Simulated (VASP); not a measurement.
The system is Ta2Si2Ge.

```
Ta Si Ge
1.0
     3.81542    0.00000    0.00000
    -1.90771    3.30425    0.00000
     0.00000    0.00000    7.61695
Ta Si Ge
2 2 1
Direct
  0.33333 0.66667 0.78757
  0.66667 0.33333 0.21243
  0.00000 0.00000 0.19778
  0.00000 0.00000 0.80222
  0.00000 0.00000 0.50000
```

The cell was built from a structure type or drawn by symmetry, and may not be a known phase.

```yaml
Program: VASP 6.6.1
Task: relaxation of cell and atoms
Functional: PBE
Potentials_or_basis: VASP PAW PBE potentials, release 64 (Ta_pv, Si, Ge_d)
Cutoff: 600 eV
k_mesh: 6 × 6 × 2
Occupations: gaussian, width 0.1 eV
Spin: no spin polarisation
```

At the start: pressure 33.9 GPa; volume 19.21 Å³/atom.

Where does the relaxation end?

Over 47 steps the energy falls by 1873.0 meV/atom and the volume is 16.79 Å³/atom (-12.6 %); space group P-3m1 (No. 164, to 0.1 Å) before and after.

Step by step:
| step | energy change (eV) | largest force (eV/Å) | pressure (GPa) | volume (Å³) |
| --- | --- | --- | --- | --- |
| 1 | 0.0000 | 2.9237 | 33.85 | 96.03 |
| 3 | -3.6197 | 1.6303 | -4.17 | 122.35 |
| 5 | -3.6364 | 1.7447 | -2.47 | 120.18 |
| 7 | -4.1578 | 1.4126 | 1.27 | 107.02 |
| 9 | -4.2800 | 0.9085 | -0.29 | 109.33 |
| 11 | -4.4646 | 1.3832 | 2.90 | 106.07 |
| 13 | -4.5885 | 2.0860 | 5.20 | 103.93 |
| 15 | -6.3735 | 2.7314 | -1.14 | 105.08 |
| 17 | -7.0396 | 4.1661 | -7.35 | 105.25 |
| 19 | -7.2671 | 3.2467 | -7.25 | 103.08 |
| 21 | -7.4260 | 2.8945 | -7.19 | 102.77 |
| 23 | -7.9782 | 0.5549 | 1.86 | 94.25 |
| 25 | -8.0105 | 0.3006 | 0.07 | 95.24 |
| 27 | -8.1708 | 0.8511 | -3.81 | 96.10 |
| 29 | -8.3193 | 0.7546 | -8.10 | 96.52 |
| 31 | -8.5014 | 0.9134 | -7.55 | 94.11 |
| 33 | -8.5806 | 1.3646 | 3.21 | 82.96 |
| 35 | -8.7805 | 1.8226 | -1.47 | 85.87 |
| 37 | -8.6961 | 1.9665 | 18.18 | 76.14 |
| 39 | -9.1121 | 1.0947 | 4.22 | 81.80 |
| 41 | -9.3544 | 0.3657 | 0.41 | 83.94 |
| 43 | -9.3627 | 0.1436 | -0.15 | 84.10 |
| 45 | -9.3650 | 0.0511 | 0.00 | 83.95 |
| 47 | -9.3651 | 0.0256 | 0.03 | 83.93 |

Final structure:
```
CELL_PARAMETERS angstrom
3.00816 0.00000 0.00000
-1.50408 2.60515 0.00000
0.00000 0.00000 10.71029
ATOMIC_POSITIONS crystal
Ta 0.33333 0.66667 0.70877
Ta 0.66667 0.33333 0.29123
Si 0.00000 0.00000 0.10783
Si 0.00000 0.00000 0.89217
Ge 0.00000 0.00000 0.50000
```

Caveat: the k points lie up to 0.40 Å⁻¹ apart in the final cell, too coarse for converged energies and pressures of a metal; a cell axis changed by over 15 % at a fixed basis, so the end point is rough.
